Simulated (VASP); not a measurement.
The system is Be.

```
Be
1.0
     2.28660    0.00000    0.00000
    -1.14330    1.98025    0.00000
     0.00000    0.00000    3.58330
Be
2
Direct
  0.33333 0.66667 0.25000
  0.66667 0.33333 0.75000
```

- Program: VASP 6.6.1
- Task: relaxation of cell and atoms
- Functional: r2SCAN
- Potentials or basis: VASP PAW PBE potentials, release 64 (Be)
- Cutoff: 660 eV
- k mesh: 19 × 19 × 11
- Occupations: fermi-dirac, width 0.05 eV
- Spin: no spin polarisation

At the start: pressure -2.9 GPa; volume 8.11 Å³/atom.

Problem. Where does the relaxation end?

Solution. Over 3 steps the energy falls by 2.1 meV/atom and the volume is 7.91 Å³/atom (-2.4 %); space group P6_3/mmc (No. 194, to 0.1 Å) before and after.

Step by step:
```tsv
step	energy change (eV)	largest force (eV/Å)	pressure (GPa)	volume (Å³)
1	0.0000	0.0000	-2.88	16.23
2	-0.0042	0.0000	-0.42	15.88
3	-0.0043	0.0000	0.00	15.83
```

Final structure:
```
Be
1.0
     2.26260    0.00000    0.00000
    -1.13130    1.95947    0.00000
     0.00000    0.00000    3.57049
Be
2
Cartesian
  0.0000 1.3063 0.8926
  1.1313 0.6532 2.6779
```

Caveat: the PAW data sets were made with another functional, which shifts forces and pressure a little.
